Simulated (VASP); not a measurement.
Wanted: the native input for a VASP 6.6.1 run.

```
Task                   : single point
Functional             : PBE
Potentials or basis    : VASP PAW PBE potentials, release 64 (Bi_d, S)
Cutoff                 : 520 eV
k mesh                 : 3 × 7 × 3
Occupations            : fermi-dirac, width 0.02 eV
Spin                   : no spin polarisation
Dipole correction      : no
Further INCAR settings : LREAL = Auto; ALGO = Normal; EDIFF = 1e-07; NBANDS = 112
```

The structure of Bi2S3 lies in POSCAR:

```
Bi2S3
1.0
   11.1916703933      0.0000000000      0.0000000000
    0.0000000000      3.9400204100      0.0000000000
    0.0000000000      0.0000000000     11.0417246992
Bi S
8 12
Direct
    0.4921009476      0.2500000000      0.3246061887
    0.0078990524      0.7500000000      0.8246061887
    0.9921009476      0.2500000000      0.1753938113
    0.5078990524      0.7500000000      0.6753938113
    0.3341600363      0.7500000000      0.0315414053
    0.1658399637      0.2500000000      0.5315414053
    0.8341600363      0.7500000000      0.4684585947
    0.6658399637      0.2500000000      0.9684585947
    0.2816462345      0.2500000000      0.1954350145
    0.2183537655      0.7500000000      0.6954350145
    0.7816462345      0.2500000000      0.3045649855
    0.7183537655      0.7500000000      0.8045649855
    0.5497255608      0.7500000000      0.1297222265
    0.9502744392      0.2500000000      0.6297222265
    0.0497255608      0.7500000000      0.3702777735
    0.4502744392      0.2500000000      0.8702777735
    0.3766926077      0.7500000000      0.4441655943
    0.1233073923      0.2500000000      0.9441655943
    0.8766926077      0.7500000000      0.0558344057
    0.6233073923      0.2500000000      0.5558344057
```

One way to write it, as run:

INCAR

```
SYSTEM = Bi2S3
PREC     = Accurate       ! precision mode
ENCUT    = 520            ! plane-wave cutoff, eV
EDIFF    = 1E-7           ! SCF threshold, eV
ISMEAR   = -1             ! smearing method
SIGMA    = 0.02           ! smearing width, eV
LREAL    = Auto         
LASPH    = .TRUE.         ! aspherical terms in the spheres
NELM     = 100            ! most SCF steps
ALGO     = Normal         ! electronic algorithm
ISIF     = 2              ! what is computed and relaxed
LWAVE    = .FALSE.        ! write WAVECAR
LCHARG   = .FALSE.        ! write CHGCAR
GGA      = PE             ! functional
NBANDS   = 112            ! bands
```

KPOINTS

```
regular mesh
0
G
  3 7 3
  0 0 0
```

Potentials or basis: VASP PAW PBE potentials, release 64 (Bi_d, S).

The run is started by

```sh
$ cat potpaw_PBE.64/Bi_d/POTCAR potpaw_PBE.64/S/POTCAR > POTCAR
$ mpirun -np 1 vasp_std > vasp.out
```

It gave:

```json
{"Pressure": "2.6 GPa", "Largest force": "0.022 eV/Å", "Band gap on the k mesh": "1.25 eV (least direct gap 1.39 eV)"}
```

Caveat: spin-orbit coupling is left out, which moves the levels of the heavy elements; an odd mesh through Γ misses points on the zone boundary, where band edges can lie.

It took 30 min on 1 thread of Oxide Virtual Turin-like Processor, with other jobs on the host, peak memory 0.77 GiB.
